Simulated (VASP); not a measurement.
# MoS2 (P6_3/mmc) in VASP: a series of runs

Aim: see how the results for MoS2 move with the level of theory and the settings. Levels: revPBE+D4, PBEsol. Tasks: relaxation of shape and atoms at fixed volume, single point.

Everything below comes from runs of VASP 6.6.1. Logs are shortened: lines on timing, memory, paths and dates and some standing lists are left out, and cuts for length are marked.

### Step 1. The cell of the first run

Symmetry: P6_3/mmc, No. 194, hexagonal system. The conventional cell has a = 3.158 Å, b = 3.158 Å, c = 11.898 Å, α = 90.00°, β = 90.00°, γ = 120.00°. Mo (site symmetry -6m2) has 6 S at 2.41 Å and 6 Mo at 3.16 Å within 3.2 Å. Within 3.2 Å of S (site symmetry 3m) lie 3 Mo at 2.41 Å and 7 S at 3.16 Å.

### Step 2. Relaxation of shape and atoms at fixed volume, revPBE+D4, collinear spin (17.13 Å³/atom)

File INCAR:

```
  PREC = Accurate
  ENCUT = 500
  EDIFF = 1E-7
  ISMEAR = 0
  SIGMA = 0.05
  LREAL = F
  LASPH = T
  NELM = 200
  ALGO = Normal
  ISIF = 4
  LWAVE = F
  LCHARG = F
  ISPIN = 2
  MAGMOM = 0.05 0.05 0 0 0 0
  LORBIT = 11
  LMAXMIX = 4
  GGA = RE
  IVDW = 13
  IBRION = 2
  NSW = 60
  EDIFFG = -0.01
  GGA_COMPAT = F
  NELMIN = 4
```

File KPOINTS:

```
regular mesh
0
Gamma
  8 8 2
```

File POSCAR:

```
MoS2
1.0
    3.1583968057      0.0000000000      0.0000000000
   -1.5791984028      2.7352518690      0.0000000000
    0.0000000000      0.0000000000     11.8976418668
Mo S
2 4
Direct
    0.3333333333      0.6666666667      0.2500000000
    0.6666666667      0.3333333333      0.7500000000
    0.3333333333      0.6666666667      0.6173948370
    0.6666666667      0.3333333333      0.1173948370
    0.3333333333      0.6666666667      0.8826051630
    0.6666666667      0.3333333333      0.3826051630
```

Potentials or basis: VASP PAW PBE potentials, release 64 (Mo_sv, S).

Run with:

```sh
$ cat potpaw_PBE.64/Mo_sv/POTCAR potpaw_PBE.64/S/POTCAR > POTCAR
$ mpirun -np 1 vasp_std > vasp.out
```

OUTCAR:

```text
PREC = Accurate
   ENCUT = 500
   EDIFF = 1E-7
   ISMEAR = 0
   LREAL = F
   LASPH = T
   NELM = 200
   ISIF = 4
   ISPIN = 2
   LORBIT = 11
   GGA = RE
   IVDW = 13
   IBRION = 2
   NSW = 60
   EDIFFG = -0.01
   NELMIN = 4

 ion  position               nearest neighbor table
   1  0.333  0.667  0.250-   4 2.41   6 2.41   4 2.41   6 2.41   4 2.41   6 2.41
   2  0.667  0.333  0.750-   3 2.41   5 2.41   3 2.41   5 2.41   3 2.41   5 2.41
   3  0.333  0.667  0.617-   2 2.41   2 2.41   2 2.41
   4  0.667  0.333  0.117-   1 2.41   1 2.41   1 2.41
   5  0.333  0.667  0.883-   2 2.41   2 2.41   2 2.41
   6  0.667  0.333  0.383-   1 2.41   1 2.41   1 2.41

  LATTYP: Found a hexagonal cell.
 ALAT       =     3.1583968057
 C/A-ratio  =     3.7669876835

  Lattice vectors:

 A1 = (   3.1583968057,   0.0000000000,   0.0000000000)
 A2 = (  -1.5791984028,   2.7352518690,   0.0000000000)
 A3 = (   0.0000000000,   0.0000000000,  11.8976418668)

Analysis of symmetry for initial positions (statically):
=====================================================================
 Subroutine PRICEL returns:
 Original cell was already a primitive cell.

 Routine SETGRP: Setting up the symmetry group for a
 hexagonal supercell.

 Subroutine GETGRP returns: Found 24 space group operations
 (whereof 12 operations were pure point group operations)
 out of a pool of 24 trial point group operations.

The static configuration has the point symmetry D_3d.
 The point group associated with its full space group is D_6h.

Analysis of symmetry for dynamics (positions and initial velocities):
=====================================================================
 Subroutine PRICEL returns:
 Original cell was already a primitive cell.

 Routine SETGRP: Setting up the symmetry group for a
 hexagonal supercell.

 Subroutine GETGRP returns: Found 24 space group operations
 (whereof 12 operations were pure point group operations)
 out of a pool of 24 trial point group operations.

The dynamic configuration has the point symmetry D_3d.
 The point group associated with its full space group is D_6h.

Analysis of structural, dynamic, and magnetic symmetry:
=====================================================================
 Subroutine PRICEL returns:
 Original cell was already a primitive cell.

 Routine SETGRP: Setting up the symmetry group for a
 hexagonal supercell.

 Subroutine GETGRP returns: Found 24 space group operations
 (whereof 12 operations were pure point group operations)
 out of a pool of 24 trial point group operations.

The overall configuration has the point symmetry D_3d.
 The point group associated with its full space group is D_6h.

 Subroutine INISYM returns: Found 24 space group operations
 (whereof 12 operations are pure point group operations),
 and found     1 'primitive' translations

----------------------------------------------------------------------------------------

                                     Primitive cell

  volume of cell :     102.7839

  direct lattice vectors                    reciprocal lattice vectors
     3.158396806  0.000000000  0.000000000     0.316616328  0.182798522  0.000000000
    -1.579198403  2.735251869  0.000000000     0.000000000  0.365597045  0.000000000
     0.000000000  0.000000000 11.897641867     0.000000000  0.000000000  0.084050269

  length of vectors
     3.158396806  3.158396806 11.897641867     0.365597045  0.365597045  0.084050269

  position of ions in fractional coordinates (direct lattice)
     0.333333333  0.666666667  0.250000000
     0.666666667  0.333333333  0.750000000
     0.333333333  0.666666667  0.617394837
     0.666666667  0.333333333  0.117394837
     0.333333333  0.666666667  0.882605163
     0.666666667  0.333333333  0.382605163

  ion indices of the primitive-cell ions
   primitive index   ion index
                 1           1
                 2           2
                 3           3
                 4           4
                 5           5
                 6           6

----------------------------------------------------------------------------------------

 KPOINTS: regular mesh

Automatic generation of k-mesh.
 Grid dimensions read from file:
 generate k-points for:    8    8    2

 Generating k-lattice:

  Cartesian coordinates                     Fractional coordinates (reciprocal lattice)
     0.039577041  0.022849815  0.000000000     0.125000000  0.000000000  0.000000000
     0.000000000  0.045699631  0.000000000     0.000000000  0.125000000  0.000000000
     0.000000000  0.000000000  0.042025135     0.000000000  0.000000000  0.500000000

  Length of vectors
     0.045699631  0.045699631  0.042025135

  Shift w.r.t. Gamma in fractional coordinates (k-lattice)
     0.000000000  0.000000000  0.000000000

 Subroutine IBZKPT returns following result:
 ===========================================

 Found     20 irreducible k-points:

 Following reciprocal coordinates:
[... 29 lines left out ...]
   LREAL  =      F    real-space projection
   EDIFFG = -.1E-01   stopping-criterion for IOM
   NSW    =     60    number of steps for IOM
   IBRION =      2    ionic relax: 0-MD 1-quasi-New 2-CG
   NFREE  =      1    steps in history (QN), initial steepest desc. (CG)
   ISIF   =      4    stress and relaxation
   ISYM   =      2    0-nonsym 1-usesym 2-fastsym
   POTIM  = 0.5000    time-step for ionic-motion
   TEBEG  =    0.0;   TEEND  =   0.0 temperature during run
   PSTRESS=    0.0 pullay stress
   NELECT =      52.0000    total number of electrons
   NUPDOWN=      -1.0000    fix difference up-down
   EMIN   =  10.00;   EMAX   =-10.00  energy-range for DOS
   EFERMI =   0.00;   METHOD = LEGACY
   ISMEAR =     0;   SIGMA  =   0.05  broadening in eV -4-tet -1-fermi 0-gaus
   EFERMI_NEDOS =   21; number of points for ismear=-14 and -15
   IALGO  =     38    algorithm
   IMIX   =      4    mixing-type and parameters
     AMIX     =   0.40;   BMIX     =  1.00
     AMIX_MAG =   1.60;   BMIX_MAG =  1.00
  volume/ion in A,a.u.               =      17.13       115.60
  Fermi-wavevector in a.u.,A,eV,Ry     =   1.304471  2.465092 23.152268  1.701644
  Thomas-Fermi vector in A             =   2.435404
   LORBIT       =     11    0 simple, 1 ext, 2 COOP (PROOUT), +10 PAW based schemes
   GGA     = RE    functional components
   LHFCALC =     F    Hartree Fock is set to
   AEXX    =    0.0000 exact exchange contribution
   IVDW    =    13    specifies the selected vdW correction
   LEPSILON=     F    determine dielectric tensor
   LRPA    =     F    only Hartree local field effects (RPA)
 conjugate gradient relaxation of ions
 spin polarized calculation
 Gauss-broadening in eV      SIGMA  =   0.05
  energy-cutoff  :      500.00
  volume of cell :      102.78
 maximum number of plane-waves:      2632
 NGX is ok and might be reduce to    24
   NGX = 11   NGY = 11   NGZ = 43

--------------------------------------- Ionic step        1  -------------------------------------------

 number of electron      52.0000003 magnetization       0.0000063

 number of electron      52.0000003 magnetization      -0.0000117

 Free energy of the ion-electron system (eV)
  ---------------------------------------------------
  ext. energy  EPLUGINS =         0.00000000
  ---------------------------------------------------
  free energy    TOTEN  =       -41.23264360 eV

  energy without entropy =      -41.23264360  energy(sigma->0) =      -41.23264360

------------------------ aborting loop because EDIFF is reached ----------------------------------------

  DFT-D4 for vdW energy calculation

  Edisp (eV):   -4.88416

  FORCE on cell =-STRESS in cart. coord.  units (eV):
  Direction    XX          YY          ZZ          XY          YZ          ZX
  --------------------------------------------------------------------------------------
  -------------------------------------------------------------------------------------
  Total      -2.03680    -2.03680    -2.38728    -0.00000     0.00000     0.00000
  in kB     -31.74927   -31.74927   -37.21254    -0.00000     0.00000     0.00000
  external pressure =      -33.57 kB  Pullay stress =        0.00 kB
[... 159 lines left out ...]
--------------------------------------- Ionic step        5  -------------------------------------------

 number of electron      52.0000003 magnetization       0.0000000

 number of electron      52.0000003 magnetization      -0.0000000

 Free energy of the ion-electron system (eV)
  ---------------------------------------------------
  ext. energy  EPLUGINS =         0.00000000
  ---------------------------------------------------
  free energy    TOTEN  =       -41.24913767 eV

  energy without entropy =      -41.24913767  energy(sigma->0) =      -41.24913767

 E-fermi :   8.4958     XC(G=0): -10.9879

 val. band max:        8.1777512028   @ k =   0.0000   0.0000   0.0000
 cond. band min:       9.0552134549   @ k =   0.2500   0.1250   0.0000
 fundamental gap:      0.8774622521
 Fermi energy:         8.4958400390

 spin component 1

 k-point     1 :       0.0000    0.0000    0.0000
  band No.  band energies     occupation
      1     -53.3979      1.00000
      2     -53.3979      1.00000
      3     -27.5604      1.00000
      4     -27.5603      1.00000
      5     -27.3205      1.00000
      6     -27.3205      1.00000
[... 669 lines left out ...]
     30      10.4707      0.00000
     31      10.9120      0.00000
 Fermi energy:         8.4958400390

 spin component 2

 k-point     1 :       0.0000    0.0000    0.0000
  band No.  band energies     occupation
      1     -53.3979      1.00000
      2     -53.3979      1.00000
      3     -27.5604      1.00000
      4     -27.5603      1.00000
      5     -27.3205      1.00000
      6     -27.3205      1.00000
[... 706 lines left out ...]
  FREE ENERGIE OF THE ION-ELECTRON SYSTEM (eV)
  ---------------------------------------------------
  free  energy   TOTEN  =       -46.1310552409 eV

  energy  without entropy=      -46.1310552409  energy(sigma->0) =      -46.13105524

 reached required accuracy - stopping structural energy minimisation

 total charge

# of ion       s       p       d       tot
------------------------------------------
    1        2.293   6.226   3.964  12.484
    2        2.293   6.226   3.964  12.484
    3        1.369   2.352   0.000   3.720
    4        1.369   2.352   0.000   3.720
    5        1.369   2.352   0.000   3.720
    6        1.369   2.352   0.000   3.720
--------------------------------------------------
tot         10.061  21.859   7.929  39.849

 magnetization (x)

# of ion       s       p       d       tot
------------------------------------------
    1        0.000   0.000   0.000   0.000
    2        0.000   0.000   0.000   0.000
    3        0.000  -0.000   0.000  -0.000
    4        0.000  -0.000   0.000  -0.000
    5        0.000  -0.000   0.000  -0.000
    6        0.000  -0.000   0.000  -0.000
--------------------------------------------------
tot          0.000  -0.000   0.000  -0.000
```

Run time: 3.1 min. Hardware: 1 thread of Intel Xeon 6975P-C (Granite Rapids), shared host; peak memory 0.3 GiB.

Results:

* Free energy: -46.1311 eV
* Energy gained by relaxing: 2.4 meV/atom
* Ionic steps: 5
* Pressure after relaxing: -1.2 GPa
* Largest force after relaxing: 0.007 eV/Å
* Band gap on the k mesh: 0.88 eV (least direct gap 1.97 eV)
* Net moment: 0.00 μB per cell
* Valence electrons inside the program's atomic spheres: Mo 12.48; S 3.72
* Dispersion energy per atom: -0.814 eV

Forces on the atoms (eV/Å):
```
Mo   0.000  0.000  0.000
Mo   0.000  0.000  0.000
S    0.000  0.000  0.007
S    0.000  0.000  0.007
S    0.000  0.000 -0.007
S    0.000  0.000 -0.007
```

The path:
```
step  energy change (eV)  largest force (eV/Å)  pressure (GPa)  volume (Å³)
   1              0.0000                0.3453           -3.36       102.78
   2             -0.0096                0.0165           -1.72       102.78
   3             -0.0099                0.0341           -1.95       102.78
   4             -0.0134                0.0187           -1.56       102.78
   5             -0.0143                0.0066           -1.23       102.78
```

Final structure:
```
CELL_PARAMETERS angstrom
3.14756 0.00000 0.00000
-1.57378 2.72587 0.00000
0.00000 0.00000 11.97972
ATOMIC_POSITIONS crystal
Mo 0.33333 0.66667 0.25000
Mo 0.66667 0.33333 0.75000
S 0.33333 0.66667 0.61935
S 0.66667 0.33333 0.11935
S 0.33333 0.66667 0.88065
S 0.66667 0.33333 0.38065
```

Caveat: the PAW data sets were made with another functional, which shifts forces and pressure a little.

### Step 3. Relaxation of shape and atoms at fixed volume, PBEsol, collinear spin (16.59 Å³/atom)

This run uses another cell than the first one, of 16.59 Å³/atom.

File INCAR:

```
SYSTEM = MoS2
  ALGO = Normal
  EDIFF = 1E-7
  EDIFFG = -0.04
  ENCUT = 500
  GGA = PS
  GGA_COMPAT = .False.
  IBRION = 2
  ISIF = 4
  ISMEAR = 0
  ISPIN = 2
  LASPH = .True.
  LCHARG = .False.
  LMAXMIX = 4
  LORBIT = 11
  LREAL = .False.
  LWAVE = .False.
  MAGMOM = 0.05 0.05 0 0 0 0
  NELM = 200
  NELMIN = 4
  NSW = 60
  PREC = Accurate
  SIGMA = 0.05
```

File KPOINTS:

```
k-points
0
Gamma
  8 8 2
  0 0 0
```

File POSCAR:

```
MoS2
1.0
    3.0365080844      0.0000000000      0.0000000000
   -1.5182540422      2.6296931399      0.0000000000
    0.0000000000      0.0000000000     12.4679235126
Mo S
2 4
Direct
    0.3333333333      0.6666666667      0.2500000000
    0.6666666667      0.3333333333      0.7500000000
    0.3333333333      0.6666666667      0.6293819757
    0.6666666667      0.3333333333      0.1293819757
    0.3333333333      0.6666666667      0.8706180243
    0.6666666667      0.3333333333      0.3706180243
```

Potentials or basis: VASP PAW PBE potentials, release 64 (Mo_sv, S).

Run with:

```sh
$ cat potpaw_PBE.64/Mo_sv/POTCAR potpaw_PBE.64/S/POTCAR > POTCAR
$ mpirun -np 1 vasp_std > vasp.out
```

Run time: 6.4 min. Hardware: 1 thread of Intel Xeon 6975P-C (Granite Rapids), shared host; peak memory 0.31 GiB.

It converged, with:

| Quantity | Value |
| --- | --- |
| Free energy | -46.8393 eV |
| Energy gained by relaxing | 89.1 meV/atom |
| Ionic steps | 8 |
| Pressure after relaxing | 3.1 GPa |
| Band gap on the k mesh | 0.75 eV (least direct gap 2.05 eV) |
| Net moment | 0.00 μB per cell |
| Valence electrons inside the program's atomic spheres | Mo 12.56; S 3.69 |

Step by step:
```tsv
step	energy change (eV)	largest force (eV/Å)	pressure (GPa)	volume (Å³)
1	0.0000	2.0907	19.21	99.56
2	-0.3276	0.2738	6.39	99.56
3	-0.3409	0.0848	8.36	99.56
4	-0.4991	0.1037	5.52	99.56
5	-0.5338	0.0994	3.74	99.56
6	-0.5339	0.0984	3.65	99.56
7	-0.5346	0.0517	2.86	99.56
8	-0.5348	0.0005	3.13	99.56
```

Final structure:
```
Mo S
1.0
     3.11590    0.00000    0.00000
    -1.55795    2.69845    0.00000
     0.00000    0.00000   11.84069
Mo S
2 4
Direct
  0.33333 0.66667 0.25000
  0.66667 0.33333 0.75000
  0.33333 0.66667 0.61807
  0.66667 0.33333 0.11807
  0.33333 0.66667 0.88193
  0.66667 0.33333 0.38193
```

Levels at points of the mesh, in eV from the valence-band top:
Spin up:
| k point | band 24 | band 25 | band 26 | band 27 | band 28 | band 29 |
| --- | --- | --- | --- | --- | --- | --- |
| (0.00, 0.00, 0.00) | -1.51 | -1.03 | 0.00 | 2.09 | 2.09 | 2.14 |
| (0.50, 0.00, 0.00) | -1.65 | -1.52 | -1.46 | 1.65 | 1.72 | 1.97 |
| (0.00, 0.00, 0.50) | -2.25 | -0.27 | -0.27 | 2.09 | 2.09 | 2.09 |
| (0.50, 0.00, 0.50) | -1.69 | -1.54 | -1.54 | 1.68 | 1.68 | 2.19 |
Spin down:
```tsv
k point	band 22	band 23	band 24	band 25	band 26	band 27	band 28	band 29	band 30	band 31
(0.00, 0.00, 0.00)	-2.21	-2.21	-1.51	-1.03	0.00	2.09	2.09	2.14	2.14	2.22
(0.50, 0.00, 0.00)	-2.67	-1.86	-1.65	-1.52	-1.46	1.65	1.72	1.97	2.38	2.75
(0.00, 0.00, 0.50)	-2.25	-2.25	-2.25	-0.27	-0.27	2.09	2.09	2.09	2.09	2.39
(0.50, 0.00, 0.50)	-2.90	-1.69	-1.69	-1.54	-1.54	1.68	1.68	2.19	2.19	3.19
```

Caveat: the PAW data sets were made with another functional, which shifts forces and pressure a little. A k mesh can miss the band edges.

### Step 4. Single point, revPBE+D4, collinear spin (17.47 Å³/atom)

This run uses another cell than the first one, of 17.47 Å³/atom.

File INCAR:

```
SYSTEM = MoS2
PREC = Accurate
ENCUT = 500
EDIFF = 1E-6
ISMEAR = 0
SIGMA = 0.05
LREAL = .False.
LASPH = .True.
NELM = 200
ALGO = Normal
ISIF = 2
LWAVE = .False.
LCHARG = .False.
ISPIN = 2
MAGMOM = 0.05 0.05 0 0 0 0
LORBIT = 11
LMAXMIX = 4
GGA = RE
IVDW = 13
NBANDS = 39
GGA_COMPAT = .False.
```

File KPOINTS:

```
regular mesh
0
Gamma
  8 8 2
  0 0 0
```

File POSCAR:

```
MoS2
1.0
    3.1578195904      0.0000000000      0.0000000000
   -1.5789097952      2.7347519859      0.0000000000
    0.0000000000      0.0000000000     12.1353641733
Mo S
2 4
Direct
    0.3333333333      0.6666666667      0.2500000000
    0.6666666667      0.3333333333      0.7500000000
    0.3333333333      0.6666666667      0.6210387238
    0.6666666667      0.3333333333      0.1210387238
    0.3333333333      0.6666666667      0.8789612762
    0.6666666667      0.3333333333      0.3789612762
```

Run with:

```sh
$ cat potpaw_PBE.64/Mo_sv/POTCAR potpaw_PBE.64/S/POTCAR > POTCAR
$ mpirun -np 1 vasp_std > vasp.out
```

Wall time 1.9 min (1 thread of Intel Xeon Platinum 8488C (Sapphire Rapids), shared host); peak memory 0.31 GiB.

It converged, with:

| Property | Result |
| --- | --- |
| Free energy | -46.1101 eV |
| Pressure | -2.3 GPa |
| Largest force | 0.027 eV/Å |
| Band gap on the k mesh | 0.95 eV (least direct gap 1.95 eV) |
| Net moment | 0.00 μB per cell |
| Valence electrons inside the program's atomic spheres | Mo 12.47; S 3.72 |
| Dispersion energy per atom | -0.798 eV |

Forces in eV/Å, atoms in the order of the input:
```
Mo   0.000  0.000  0.000
Mo   0.000  0.000  0.000
S    0.000  0.000  0.027
S    0.000  0.000  0.027
S    0.000  0.000 -0.027
S    0.000  0.000 -0.027
```

Levels at points of the mesh, in eV from the valence-band top:
Spin up:
```
           k point  band 22  band 23  band 24  band 25  band 26  band 27  band 28  band 29  band 30  band 31
(0.00, 0.00, 0.00)    -2.15    -2.15    -1.21    -1.12     0.00     2.09     2.09     2.12     2.12     2.23
(0.50, 0.00, 0.00)    -2.53    -1.78    -1.54    -1.46    -1.31     1.61     1.66     2.00     2.29     2.86
(0.00, 0.00, 0.50)    -2.18    -2.18    -2.18    -0.26    -0.26     2.09     2.09     2.09     2.09     2.35
(0.50, 0.00, 0.50)    -2.70    -1.66    -1.66    -1.37    -1.37     1.63     1.63     2.16     2.16     3.25
```
Spin down:
```csv
k point,band 24,band 25,band 26,band 27,band 28,band 29
"(0.00, 0.00, 0.00)",-1.21,-1.12,0.00,2.09,2.09,2.12
"(0.50, 0.00, 0.00)",-1.54,-1.46,-1.31,1.61,1.66,2.00
"(0.00, 0.00, 0.50)",-2.18,-0.26,-0.26,2.09,2.09,2.09
"(0.50, 0.00, 0.50)",-1.66,-1.37,-1.37,1.63,1.63,2.16
```

Caveat: the PAW data sets were made with another functional, which shifts forces and pressure a little. Expect the measured gap to be larger: semilocal functionals such as revPBE lack the derivative discontinuity.

### Step 5. Summary

| task | level | cell | gap on the mesh (eV) | pressure (GPa) | moment (μB) | largest force (eV/Å) |
| --- | --- | --- | --- | --- | --- | --- |
| relaxation of shape and atoms at fixed volume | revPBE+D4 | relaxed from a = 3.158, b = 3.158, c = 11.898 Å, angles 90.0, 90.0, 120.0°, 6 atoms, atomic positions A | 0.88 | -1.2 | 0.00 | 0.01 |
| relaxation of shape and atoms at fixed volume | PBEsol | relaxed from a = 3.037, b = 3.037, c = 12.468 Å, angles 90.0, 90.0, 120.0°, 6 atoms, atomic positions B | 0.75 | 3.1 | 0.00 | - |
| single point | revPBE+D4 | a = 3.158, b = 3.158, c = 12.135 Å, angles 90.0, 90.0, 120.0°, 6 atoms, atomic positions C | 0.95 | -2.3 | 0.00 | 0.03 |

Alike in all rows: potentials or basis VASP PAW PBE potentials, release 64 (Mo_sv, S); spin collinear; k mesh 8 × 8 × 2; cutoff (eV) 500; smearing gaussian 0.05 eV.

Caveats: the PAW data sets were made with another functional, which shifts forces and pressure a little.

Total energies depend on the potentials used, so only differences within one code and one set of settings carry meaning.
